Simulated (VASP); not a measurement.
# Ta4O (P4/mmm) in VASP: notebook, part 3 of 3

VASP 6.6.1.

### 5 Single point, PBEsol (strain +0.000 along x and y, +0.030 along z)

Contents of INCAR:

```
SYSTEM = Ta4O
PREC = Accurate ; ENCUT = 520
EDIFF = 1E-7 ; ISMEAR = 0
SIGMA = 0.15 ; LREAL = .FALSE.
LASPH = .TRUE. ; NELM = 60
ALGO = Normal ; ISIF = 2
LWAVE = .FALSE. ; LCHARG = .FALSE.
GGA = PS ; NBANDS = 33
```

Contents of KPOINTS:

```
Automatic mesh
0
G
  14 14 8
  0 0 0
```

Contents of POSCAR:

```
Ta4O
1.0
    3.2109380217      0.0000000000      0.0000000000
    0.0000000000      3.2109380217      0.0000000000
    0.0000000000      0.0000000000      7.5622429221
Ta O
4 1
Direct
    0.0000000000      0.0000000000      0.5000000000
    0.5000000000      0.5000000000      0.7827831983
    0.5000000000      0.5000000000      0.2172168017
    0.0000000000      0.0000000000      0.0000000000
    0.5000000000      0.5000000000      0.5000000000
```

Potentials or basis: VASP PAW PBE potentials, release 64 (Ta_pv, O).

The run is started by

```
$ cat potpaw_PBE.64/Ta_pv/POTCAR potpaw_PBE.64/O/POTCAR > POTCAR
$ mpirun -np 1 vasp_std > vasp.out
```

OUTCAR:

```text
SYSTEM = Ta4O
   PREC = Accurate
   ENCUT = 520
   EDIFF = 1E-7
   ISMEAR = 0
   LREAL = .FALSE.
   LASPH = .TRUE.
   NELM = 60
   ISIF = 2
   GGA = PS

 ion  position               nearest neighbor table
   1  0.000  0.000  0.500-   5 2.27   5 2.27   5 2.27   5 2.27   3 3.12   3 3.12   2 3.12   3 3.12
                             2 3.12   2 3.12   3 3.12   2 3.12
   2  0.500  0.500  0.783-   5 2.14   4 2.80   4 2.80   4 2.80   4 2.80   1 3.12   1 3.12   1 3.12
                             1 3.12   3 3.29
   3  0.500  0.500  0.217-   5 2.14   4 2.80   4 2.80   4 2.80   4 2.80   1 3.12   1 3.12   1 3.12
                             1 3.12   2 3.29
   4  0.000  0.000  0.000-   2 2.80   3 2.80   2 2.80   3 2.80   2 2.80   3 2.80   2 2.80   3 2.80

   5  0.500  0.500  0.500-   2 2.14   3 2.14   1 2.27   1 2.27   1 2.27   1 2.27

  LATTYP: Found a simple tetragonal cell.
 ALAT       =     3.2109380217
 C/A-ratio  =     2.3551506977

  Lattice vectors:

 A1 = (   3.2109380217,   0.0000000000,   0.0000000000)
 A2 = (   0.0000000000,   3.2109380217,   0.0000000000)
 A3 = (   0.0000000000,   0.0000000000,   7.5622429221)

Analysis of symmetry for initial positions (statically):
=====================================================================
 Subroutine PRICEL returns:
 Original cell was already a primitive cell.

 Routine SETGRP: Setting up the symmetry group for a
 simple tetragonal supercell.

 Subroutine GETGRP returns: Found 16 space group operations
 (whereof 16 operations were pure point group operations)
 out of a pool of 16 trial point group operations.

The static configuration has the point symmetry D_4h.

Analysis of symmetry for dynamics (positions and initial velocities):
=====================================================================
 Subroutine PRICEL returns:
 Original cell was already a primitive cell.

 Routine SETGRP: Setting up the symmetry group for a
 simple tetragonal supercell.

 Subroutine GETGRP returns: Found 16 space group operations
 (whereof 16 operations were pure point group operations)
 out of a pool of 16 trial point group operations.

The dynamic configuration has the point symmetry D_4h.

 Subroutine INISYM returns: Found 16 space group operations
 (whereof 16 operations are pure point group operations),
 and found     1 'primitive' translations

----------------------------------------------------------------------------------------

                                     Primitive cell

  volume of cell :      77.9677

  direct lattice vectors                    reciprocal lattice vectors
     3.210938022  0.000000000  0.000000000     0.311435473  0.000000000  0.000000000
     0.000000000  3.210938022  0.000000000     0.000000000  0.311435473  0.000000000
     0.000000000  0.000000000  7.562242922     0.000000000  0.000000000  0.132235900

  length of vectors
     3.210938022  3.210938022  7.562242922     0.311435473  0.311435473  0.132235900

  position of ions in fractional coordinates (direct lattice)
     0.000000000  0.000000000  0.500000000
     0.500000000  0.500000000  0.782783198
     0.500000000  0.500000000  0.217216802
     0.000000000  0.000000000  0.000000000
     0.500000000  0.500000000  0.500000000

  ion indices of the primitive-cell ions
[... 25 lines left out ...]
  Shift w.r.t. Gamma in fractional coordinates (k-lattice)
     0.000000000  0.000000000  0.000000000

 Subroutine IBZKPT returns following result:
 ===========================================

 Found    180 irreducible k-points:

 Following reciprocal coordinates:
            Coordinates               Weight
  0.000000  0.000000  0.000000      1.000000
  0.071429  0.000000  0.000000      4.000000
  0.142857  0.000000  0.000000      4.000000
  0.214286  0.000000  0.000000      4.000000
  0.285714  0.000000  0.000000      4.000000
  0.357143  0.000000  0.000000      4.000000
[... 16 lines left out ...]
  0.285714  0.214286  0.000000      8.000000
  0.357143  0.214286  0.000000      8.000000
 [... further k-points ...]
   k-points           NKPTS =    180   k-points in BZ     NKDIM =    180   number of bands    NBANDS=     33
   number of dos      NEDOS =    301   number of ions     NIONS =      5
   total plane-waves  NPLWV =  32256
   dimension x,y,z NGX =    24 NGY =   24 NGZ =   56
   dimension x,y,z NGXF=    48 NGYF=   48 NGZF=  112
   ions per type =               4   1
   NGX,Y,Z   is equivalent  to a cutoff of  12.43, 12.43, 12.31 a.u.
   NGXF,Y,Z  is equivalent  to a cutoff of  24.85, 24.85, 24.62 a.u.
 SYSTEM =  Ta4O
   PREC   = accura    normal or accurate (medium, high low for compatibility)
   ISTART =      0    job   : 0-new  1-cont  2-samecut
   ICHARG =      2    charge: 1-file 2-atom 10-const
   ISPIN  =      1    spin polarized calculation?
   LNONCOLLINEAR =      F non collinear calculations
   LSORBIT =      F    spin-orbit coupling
   LASPH  =      T    aspherical Exc in radial PAW
   ENCUT  =  520.0 eV  38.22 Ry    6.18 a.u.   5.97  5.97 14.06*2*pi/ulx,y,z
   NELM   =     60;   NELMIN=  2; NELMDL= -5     # of ELM steps
   EDIFF  = 0.1E-06   stopping-criterion for ELM
   LREAL  =      F    real-space projection
   EDIFFG = 0.1E-05   stopping-criterion for IOM
   NSW    =      0    number of steps for IOM
   IBRION =     -1    ionic relax: 0-MD 1-quasi-New 2-CG
   NFREE  =      0    steps in history (QN), initial steepest desc. (CG)
   ISIF   =      2    stress and relaxation
   ISYM   =      2    0-nonsym 1-usesym 2-fastsym
   POTIM  = 0.5000    time-step for ionic-motion
   TEBEG  =    0.0;   TEEND  =   0.0 temperature during run
   PSTRESS=    0.0 pullay stress
   NELECT =      50.0000    total number of electrons
   NUPDOWN=      -1.0000    fix difference up-down
   EMIN   =  10.00;   EMAX   =-10.00  energy-range for DOS
   EFERMI =   0.00;   METHOD = LEGACY
   ISMEAR =     0;   SIGMA  =   0.15  broadening in eV -4-tet -1-fermi 0-gaus
   EFERMI_NEDOS =   21; number of points for ismear=-14 and -15
   IALGO  =     38    algorithm
   IMIX   =      4    mixing-type and parameters
     AMIX     =   0.40;   BMIX     =  1.00
     AMIX_MAG =   1.60;   BMIX_MAG =  1.00
  volume/ion in A,a.u.               =      15.59       105.23
  Fermi-wavevector in a.u.,A,eV,Ry     =   1.411757  2.667834 27.117205  1.993058
  Thomas-Fermi vector in A             =   2.533576
   LORBIT       =      0    0 simple, 1 ext, 2 COOP (PROOUT), +10 PAW based schemes
   GGA     = PS    functional components
   LHFCALC =     F    Hartree Fock is set to
   AEXX    =    0.0000 exact exchange contribution
   IVDW    =     0    specifies the selected vdW correction
   LEPSILON=     F    determine dielectric tensor
   LRPA    =     F    only Hartree local field effects (RPA)
 non-spin polarized calculation
 Gauss-broadening in eV      SIGMA  =   0.15
  energy-cutoff  :      520.00
  volume of cell :       77.97
 maximum number of plane-waves:      2128
 NGX is ok and might be reduce to    24
   NGX = 11   NGY = 11   NGZ = 29

 number of electron      49.9999987 magnetization

 Free energy of the ion-electron system (eV)
  ---------------------------------------------------
  ext. energy  EPLUGINS =         0.00000000
  ---------------------------------------------------
  free energy    TOTEN  =       -58.49237451 eV

  energy without entropy =      -58.46161211  energy(sigma->0) =      -58.47699331

 E-fermi :   6.3422     XC(G=0): -12.7741

 val. band max:        6.3420417607   @ k =   0.4286   0.0000   0.3750
 cond. band min:       6.3458308657   @ k =   0.2857   0.2857   0.5000
 fundamental gap:      0.0037891050
 Fermi energy:         6.3422143824

 k-point     1 :       0.0000    0.0000    0.0000
  band No.  band energies     occupation
      1     -29.1868      2.00000
      2     -29.1868      2.00000
      3     -28.8480      2.00000
      4     -28.2148      2.00000
      5     -28.1486      2.00000
      6     -27.8984      2.00000
[... 853 lines left out ...]
     32       9.4674      0.00000
     33      10.1422      0.00000

 [... further k-points ...]
[... 5 lines left out ...]
  --------------------------------------------------------------------------------------
  -------------------------------------------------------------------------------------
  Total       -2.2483847     -2.2483847     -5.3095003      0.0000000     -0.0000000      0.0000000
  in kB      -46.2026343    -46.2026343   -109.1062840      0.0000000     -0.0000000      0.0000000
  external PRESSURE =     -67.1705175 kB  Pullay stress =       0.0000000 kB

 VOLUME and BASIS-vectors are now :
 -----------------------------------------------------------------------------
  energy-cutoff  :      520.00
  volume of cell :       77.97
      direct lattice vectors                 reciprocal lattice vectors
     3.210938022  0.000000000  0.000000000     0.311435473  0.000000000  0.000000000
     0.000000000  3.210938022  0.000000000     0.000000000  0.311435473  0.000000000
     0.000000000  0.000000000  7.562242922     0.000000000  0.000000000  0.132235900

 POSITION                                       TOTAL-FORCE (eV/Angst)
 -----------------------------------------------------------------------------------
      0.00000      0.00000      3.78112         0.000000      0.000000      0.000000
      1.60547      1.60547      5.91960         0.000000     -0.000000     -0.258626
      1.60547      1.60547      1.64265         0.000000      0.000000      0.258626
      0.00000      0.00000      0.00000         0.000000      0.000000      0.000000
      1.60547      1.60547      3.78112         0.000000      0.000000      0.000000
 -----------------------------------------------------------------------------------
    total drift:                                0.000000     -0.000000      0.000000

  FREE ENERGIE OF THE ION-ELECTRON SYSTEM (eV)
  ---------------------------------------------------
  free  energy   TOTEN  =       -58.4923745096 eV

  energy  without entropy=      -58.4616121115  energy(sigma->0) =      -58.47699331
```

It took 11 min on 1 thread of Oxide Virtual Turin-like, shared host; peak memory 0.41 GiB.

What came out:

```yaml
Free_energy: -58.4924 eV
Pressure: -6.7 GPa
Largest_force: 0.259 eV/Å
Band_gap_on_the_k_mesh: zero (band 25 reaches 6.81 eV, above the bottom of band 26 at 5.78 eV)
```

Forces on the atoms (eV/Å):
```
Ta   0.000  0.000  0.000
Ta   0.000  0.000 -0.259
Ta   0.000  0.000  0.259
Ta   0.000  0.000  0.000
O    0.000  0.000  0.000
```

Stress tensor (GPa, compression positive):
```
 -4.62   0.00   0.00
  0.00  -4.62   0.00
  0.00   0.00 -10.91
```

Caveat: the cell differs from its parent crystal (strain +0.000 along x and y, +0.030 along z); the PAW data sets were made with another functional, which shifts forces and pressure a little; spin-orbit coupling is left out, which moves the levels of the heavy elements.

### 6 Single point, PBEsol (strain +0.030 along x and y, -0.030 along z)

Contents of INCAR:

```
  ALGO = Normal
  EDIFF = 1E-7
  ENCUT = 520
  GGA = PS
  ISIF = 2
  ISMEAR = 0
  LASPH = T
  LCHARG = F
  LREAL = F
  LWAVE = F
  NBANDS = 33
  NELM = 100
  PREC = Accurate
  SIGMA = 0.15
```

Contents of KPOINTS:

```
k-points
0
Gamma
  14 14 8
```

POSCAR: that of step 5 with these lines changed.

```diff
@@ -2,5 +2,5 @@
 1.0
-    3.2109380217      0.0000000000      0.0000000000
-    0.0000000000      3.2109380217      0.0000000000
-    0.0000000000      0.0000000000      7.5622429221
+    3.3072661624      0.0000000000      0.0000000000
+    0.0000000000      3.3072661624      0.0000000000
+    0.0000000000      0.0000000000      7.1217239169
 Ta O
```

Potentials or basis: VASP PAW PBE potentials, release 64 (Ta_pv, O).

The run is started by

```
$ cat potpaw_PBE.64/Ta_pv/POTCAR potpaw_PBE.64/O/POTCAR > POTCAR
$ mpirun -np 1 vasp_std > vasp.out
```

Wall time 14 min (1 thread of Oxide Virtual Turin-like, shared host); peak memory 0.43 GiB.

Results (log left out):

```
Free energy            : -58.4153 eV
Pressure               : -3.2 GPa
Largest force          : 0.693 eV/Å
Band gap on the k mesh : zero (band 25 reaches 6.82 eV, above the bottom of band 26 at 5.84 eV)
```

Forces in eV/Å, atoms in the order of the input:
```
Ta   0.000  0.000  0.000
Ta   0.000  0.000  0.693
Ta   0.000  0.000 -0.693
Ta   0.000  0.000  0.000
O    0.000  0.000  0.000
```

Stress tensor (GPa, compression positive):
```
-7.75  0.00  0.00
 0.00 -7.75  0.00
 0.00  0.00  5.79
```

Levels at points of the mesh, in eV from the Fermi level:
```
           k point  band 22  band 23  band 24  band 25  band 26  band 27  band 28  band 29
(0.00, 0.00, 0.00)    -1.42    -0.45    -0.45    -0.35     0.13     0.97     0.97     1.45
(0.50, 0.00, 0.00)    -1.03    -0.89    -0.61     0.38     0.77     0.82     1.59     1.81
(0.50, 0.50, 0.00)    -1.36    -1.36    -0.59    -0.59     1.22     2.56     2.75     2.75
(0.00, 0.00, 0.50)    -0.66    -0.66    -0.21    -0.06     0.51     0.71     0.85     0.85
(0.50, 0.00, 0.50)    -1.37    -1.13    -0.65    -0.49     0.86     1.74     1.85     2.09
(0.50, 0.50, 0.50)    -1.38    -1.38    -0.08    -0.08     1.23     2.08     2.08     2.83
```

Caveat: the cell differs from its parent crystal (strain +0.030 along x and y, -0.030 along z); the PAW data sets were made with another functional, which shifts forces and pressure a little; spin-orbit coupling is left out, which moves the levels of the heavy elements.

### 7 Summary

| cell | gap on the mesh (eV) | pressure (GPa) | largest force (eV/Å) |
| --- | --- | --- | --- |
| a = 3.307, b = 3.307, c = 7.232 Å, 5 atoms | none | -7.4 | 0.40 |
| a = 3.307, b = 3.307, c = 7.342 Å, 5 atoms | none | -11.0 | 0.17 |
| a = 3.211, b = 3.211, c = 7.452 Å, 5 atoms | none | -3.4 | 0.14 |
| a = 3.211, b = 3.211, c = 7.562 Å, 5 atoms | none | -6.7 | 0.26 |
| a = 3.307, b = 3.307, c = 7.122 Å, 5 atoms | none | -3.2 | 0.69 |

Alike in all rows: task single point; level PBEsol; potentials or basis VASP PAW PBE potentials, release 64 (Ta_pv, O); no spin polarisation; k mesh 14 × 14 × 8; cutoff (eV) 520; smearing gaussian 0.15 eV.

Caveats: the PAW data sets were made with another functional, which shifts forces and pressure a little; spin-orbit coupling is left out, which moves the levels of the heavy elements.

Absolute energies hang on the potentials; compare differences alone.
